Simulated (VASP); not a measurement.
# Ge in VASP: settings compared, part 2 of 2

VASP 6.6.1. Earlier steps stand in the parts before.

### 4 Single point, PBE

INCAR

```
SYSTEM = Ge
ALGO = Normal ; EDIFF = 1E-6
ENCUT = 500 ; GGA = PE
GGA_COMPAT = .False. ; ISIF = 2
ISMEAR = 0 ; LASPH = .True.
LCHARG = .False. ; LREAL = .False.
LWAVE = .False. ; NBANDS = 21
NELM = 120 ; PREC = Accurate
SIGMA = 0.1
```

KPOINTS

```
Automatic mesh
0
Gamma
  2 2 2
  0.99 0.07 0.47
```

POSCAR

```
Ge
1.0
   -2.4958980000      2.6508630000      1.4369470000
    2.4958980000     -2.6508630000      1.4369470000
    2.4958980000      2.6508630000     -1.4369470000
Ge
2
Direct
    0.1925123707      0.9522602103      0.2550717081
    0.8190463842      0.0703405895      0.7384288102
```

Potentials or basis: VASP PAW PBE potentials, release 64 (Ge_d).

The run is started by

```sh
> cat potpaw_PBE.64/Ge_d/POTCAR > POTCAR
> mpirun -np 1 vasp_std > vasp.out
```

OUTCAR:

```text
SYSTEM = Ge
   EDIFF = 1E-6
   ENCUT = 500
   GGA = PE
   ISIF = 2
   ISMEAR = 0
   LASPH = .True.
   LREAL = .False.
   NELM = 120
   PREC = Accurate

 ion  position               nearest neighbor table
   1  0.193  0.952  0.255-   2 2.65   2 2.66   2 2.70   2 2.77
   2  0.819  0.070  0.738-   1 2.65   1 2.66   1 2.70   1 2.77

  LATTYP: Found a body centered orthorhombic cell.
 ALAT       =     2.8738940000
 B/A-ratio  =     1.7369450648
 C/A-ratio  =     1.8447882907

  Lattice vectors:

 A1 = (   2.4958980000,  -2.6508630000,   1.4369470000)
[... 191 lines left out ...]
      3     -18.1421      2.00000
      4     -18.1378      2.00000
      5     -18.0729      2.00000
      6     -18.0541      2.00000
[... 565 lines left out ...]
     20      17.9550      0.00000
     21      18.6308      0.00000

 [... further k-points ...]
[... 5 lines left out ...]
  --------------------------------------------------------------------------------------
  -------------------------------------------------------------------------------------
  Total        1.5733191      2.5016453     -4.5828626      0.0247851      0.0106836     -0.1877192
  in kB       66.2845856    105.3953532   -193.0778984      1.0442074      0.4501065     -7.9086887
  external PRESSURE =      -7.1326532 kB  Pullay stress =       0.0000000 kB

 VOLUME and BASIS-vectors are now :
 -----------------------------------------------------------------------------
  energy-cutoff  :      500.00
  volume of cell :       38.03
      direct lattice vectors                 reciprocal lattice vectors
    -2.495898000  2.650863000  1.436947000     0.000000000  0.188617820  0.347959946
     2.495898000 -2.650863000  1.436947000     0.200328699  0.000000000  0.347959946
     2.495898000  2.650863000 -1.436947000     0.200328699  0.188617820  0.000000000

 POSITION                                       TOTAL-FORCE (eV/Angst)
 -----------------------------------------------------------------------------------
      2.53289     -1.33783      1.27845        -0.182766     -0.078862      0.148579
     -0.02565      3.94219      0.21692         0.182766      0.078862     -0.148579
 -----------------------------------------------------------------------------------
    total drift:                               -0.000087     -0.000104      0.000030

  FREE ENERGIE OF THE ION-ELECTRON SYSTEM (eV)
  ---------------------------------------------------
  free  energy   TOTEN  =        -9.4103660432 eV

  energy  without entropy=       -9.4016292959  energy(sigma->0) =       -9.40599767
```

OSZICAR:

```text
N       E                     dE             d eps       ncg     rms          rms(c)
DAV:   1     0.174869589316E+03    0.17487E+03   -0.14009E+04  1503   0.371E+03
DAV:   2     0.145418359403E+02   -0.16033E+03   -0.15574E+03  1344   0.583E+02
DAV:   3    -0.875926708389E+01   -0.23301E+02   -0.23107E+02  1509   0.132E+02
DAV:   4    -0.942157346052E+01   -0.66231E+00   -0.66186E+00  1519   0.262E+01
DAV:   5    -0.943131021320E+01   -0.97368E-02   -0.97366E-02  1494   0.345E+00    0.200E+00
DAV:   6    -0.941623003456E+01    0.15080E-01   -0.19177E-02  1830   0.225E+00    0.114E+00
DAV:   7    -0.941047753420E+01    0.57525E-02   -0.14892E-02  1830   0.170E+00    0.113E-01
DAV:   8    -0.941036530847E+01    0.11223E-03   -0.21490E-03  1755   0.814E-01    0.392E-02
DAV:   9    -0.941036593901E+01   -0.63054E-06   -0.70088E-05  1805   0.129E-01    0.107E-02
DAV:  10    -0.941036604325E+01   -0.10423E-06   -0.43035E-06  1449   0.208E-02
   1 F= -.94103660E+01 E0= -.94059977E+01  d E =-.873675E-02
```

It took 17 s on 1 thread of Intel Xeon Platinum 8488C (Sapphire Rapids), shared host; peak memory 0.16 GiB.

Results:

* Free energy: -9.4104 eV
* Pressure: -0.7 GPa
* Largest force: 0.248 eV/Å
* Band gap on the k mesh: zero (band 14 reaches 6.62 eV, above the bottom of band 15 at 6.36 eV)

Forces on the atoms (eV/Å):
```
Ge  -0.183 -0.079  0.149
Ge   0.183  0.079 -0.149
```

Caveat: the k points lie up to 1.26 Å⁻¹ apart.

### 5 Single point, revPBE

This run uses another cell than the first one, of 17.99 Å³/atom, 0.946 times its volume.

INCAR

```
ALGO = Normal ; EDIFF = 1E-6
ENCUT = 500 ; GGA = RE
GGA_COMPAT = F ; ISIF = 2
ISMEAR = 0 ; LASPH = T
LCHARG = F ; LREAL = F
LWAVE = F ; NBANDS = 21
NELM = 120 ; PREC = Accurate
SIGMA = 0.1
```

KPOINTS

```
k-points
0
Gamma
  3 3 2
```

POSCAR

```
Ge
1.0
   -2.4501379955      2.6022618541      1.4106018924
    2.4501379955     -2.6022618541      1.4106018924
    2.4501379955      2.6022618541     -1.4106018924
Ge
2
Direct
    0.1859430000      0.9359430000      0.2500000000
    0.8140570000      0.0640570000      0.7500000000
```

The run is started by

```sh
> cat potpaw_PBE.64/Ge_d/POTCAR > POTCAR
> mpirun -np 1 vasp_std > vasp.out
```

It took 5.7 s on 1 thread of Intel Xeon Platinum 8488C (Sapphire Rapids), shared host; peak memory 0.14 GiB.

It converged, with:

* Free energy: -7.7385 eV
* Pressure: 5.7 GPa
* Largest force: 0.004 eV/Å
* Band gap on the k mesh: zero (band 14 reaches 7.97 eV, above the bottom of band 15 at 5.31 eV)

Forces in eV/Å, atoms in the order of the input:
```
Ge   0.000  0.000  0.004
Ge   0.000  0.000 -0.004
```

Stress tensor (GPa, compression positive):
```
-2.64  0.00  0.00
 0.00  5.41  0.00
 0.00  0.00 14.22
```

Levels at points of the mesh, in eV from the Fermi level:
```csv
k point,band 12,band 13,band 14,band 15,band 16,band 17
"(0.00, 0.00, 0.00)",-3.64,-2.59,-2.16,3.24,7.21,7.53
"(0.00, 0.00, 0.50)",-10.78,0.54,0.54,2.39,2.39,7.03
```

Caveat: the k points lie up to 0.88 Å⁻¹ apart; the PAW data sets were made with another functional, which shifts forces and pressure a little.

### 6 Single point, PBE+D3(BJ)

INCAR

```
ALGO = Normal
EDIFF = 1E-6
ENCUT = 500
GGA = PE
GGA_COMPAT = F
ISIF = 2
ISMEAR = 0
IVDW = 12
LASPH = T
LCHARG = F
LREAL = F
LWAVE = F
NBANDS = 21
NELM = 120
PREC = Accurate
SIGMA = 0.1
```

KPOINTS

```
k-points
0
Gamma
  4 4 4
```

POSCAR

```
Ge
1.0
   -2.4958980000      2.6508630000      1.4369470000
    2.4958980000     -2.6508630000      1.4369470000
    2.4958980000      2.6508630000     -1.4369470000
Ge
2
Direct
    0.1859430000      0.9359430000      0.2500000000
    0.8140570000      0.0640570000      0.7500000000
```

Potentials or basis: VASP PAW PBE potentials, release 64 (Ge_d).

The run is started by

```sh
> cat potpaw_PBE.64/Ge_d/POTCAR > POTCAR
> mpirun -np 1 vasp_std > vasp.out
```

It took 10 s on 1 thread of Intel Xeon Platinum 8488C (Sapphire Rapids), shared host; peak memory 0.17 GiB.

The run converged. Its results:

| Quantity | Value |
| --- | --- |
| Free energy | -9.1584 eV |
| Pressure | -2.6 GPa |
| Largest force | 0.234 eV/Å |
| Band gap on the k mesh | zero (band 14 reaches 7.19 eV, above the bottom of band 15 at 4.71 eV) |
| Dispersion energy per atom | -0.350 eV |

Forces in eV/Å, atoms in the order of the input:
```
Ge   0.000  0.000 -0.234
Ge   0.000  0.000  0.234
```

Stress tensor (GPa, compression positive):
```
-0.86  0.00  0.00
 0.00 -6.39  0.00
 0.00  0.00 -0.65
```

Levels at points of the mesh, in eV from the Fermi level:
```csv
k point,band 12,band 13,band 14,band 15,band 16,band 17
"(0.00, 0.00, 0.00)",-3.98,-2.50,-2.09,3.30,6.79,7.02
"(0.50, 0.00, 0.00)",-7.14,-2.09,-1.72,-0.92,1.34,3.02
"(0.00, 0.50, 0.00)",-6.04,-3.62,-2.39,-1.97,2.98,3.86
"(0.50, 0.50, 0.00)",-10.52,0.48,0.48,2.12,2.12,6.60
"(0.50, 0.50, 0.50)",-8.39,-6.01,-5.74,4.24,6.71,10.54
```

Caveat: the k points lie up to 0.63 Å⁻¹ apart; pairwise dispersion overbinds metals, which lowers pressure and volume.

### 7 Overview

| level | cell | k mesh | smearing | gap on the mesh (eV) | pressure (GPa) | largest force (eV/Å) |
| --- | --- | --- | --- | --- | --- | --- |
| PBE | a = 3.914 Å, angles 100.8, 94.7, 136.9°, 2 atoms | 2 × 2 × 2 | gaussian 0.2 eV | none | 5.5 | 0.69 |
| PBE | a = 3.914 Å, angles 100.8, 94.7, 136.9°, 2 atoms | 4 × 1 × 2 | methfessel-paxton 0.026 eV | none | 15.0 | 0.58 |
| PBE | a = 3.914 Å, angles 100.8, 94.7, 136.9°, 2 atoms | 2 × 2 × 2, shifted | gaussian 0.1 eV | none | -0.7 | 0.25 |
| revPBE | a = 3.842 Å, angles 100.8, 94.7, 136.9°, 2 atoms | 3 × 3 × 2 | gaussian 0.1 eV | none | 5.7 | - |
| PBE+D3(BJ) | a = 3.914 Å, angles 100.8, 94.7, 136.9°, 2 atoms | 4 × 4 × 4 | gaussian 0.1 eV | none | -2.6 | 0.23 |

Some of these runs hold the atoms at other places in the same cell, which the table doesn't show; runs alike in all that it shows share one row.

Alike in all rows: task single point; potentials or basis VASP PAW PBE potentials, release 64 (Ge_d); no spin polarisation; cutoff (eV) 500.

Caveats: all runs use coarse meshes; the PAW data sets were made with another functional, which shifts forces and pressure a little (some runs); pairwise dispersion overbinds metals, which lowers pressure and volume (some runs).

Total energies depend on the potentials used, so only differences within one code and one set of settings carry meaning.
